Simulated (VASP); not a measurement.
## Ti: single point with PBEsol

The system is Ti.

```
CELL_PARAMETERS angstrom
3.03850 0.00000 0.00000
-1.51925 2.63142 0.00000
0.00000 0.00000 4.75629
ATOMIC_POSITIONS crystal
Ti 0.33333 0.66667 0.25000
Ti 0.66667 0.33333 0.75000
```

This cell differs from its parent crystal: strain +0.030 along x and y, +0.015 along z.

| Property | Result |
| --- | --- |
| Program | VASP 6.6.1 |
| Task | single point |
| Functional | PBEsol |
| Potentials or basis | VASP PAW PBE potentials, release 64 (Ti_sv) |
| Cutoff | 520 eV |
| k mesh | 18 × 18 × 10 |
| Occupations | gaussian, width 0.15 eV |
| Spin | no spin polarisation |

```
Pressure               : -12.3 GPa
Band gap on the k mesh : zero (bands 12 and 13 overlap by 1.03 eV)
```

Stress tensor (GPa, compression positive):
```
-12.48   0.00   0.00
  0.00 -12.48   0.00
  0.00   0.00 -11.80
```

Levels at points of the mesh, in eV from the Fermi level:
```tsv
k point	band 8	band 9	band 10	band 11	band 12	band 13	band 14	band 15	band 16	band 17
(0.00, 0.00, 0.00)	-32.82	-5.98	-2.47	0.67	0.71	0.71	0.88	1.16	1.16	1.41
(0.50, 0.00, 0.00)	-32.87	-2.25	-1.92	-1.62	-0.72	0.40	0.58	1.09	2.95	3.16
(0.00, 0.00, 0.50)	-32.86	-4.21	-4.21	0.13	0.13	0.60	0.60	0.60	0.60	2.50
(0.50, 0.00, 0.50)	-32.94	-2.32	-2.32	-0.70	-0.70	1.11	1.11	1.53	1.53	3.08
```

Wall time 9.7 min on 1 thread of AMD EPYC 7R43 64-Core Processor (Zen 3) (shared host), peak memory 0.2 GiB.

Caveat: the cell differs from its parent crystal (strain +0.030 along x and y, +0.015 along z); the cell stands under tension; the PAW data sets were made with another functional, which shifts forces and pressure a little.
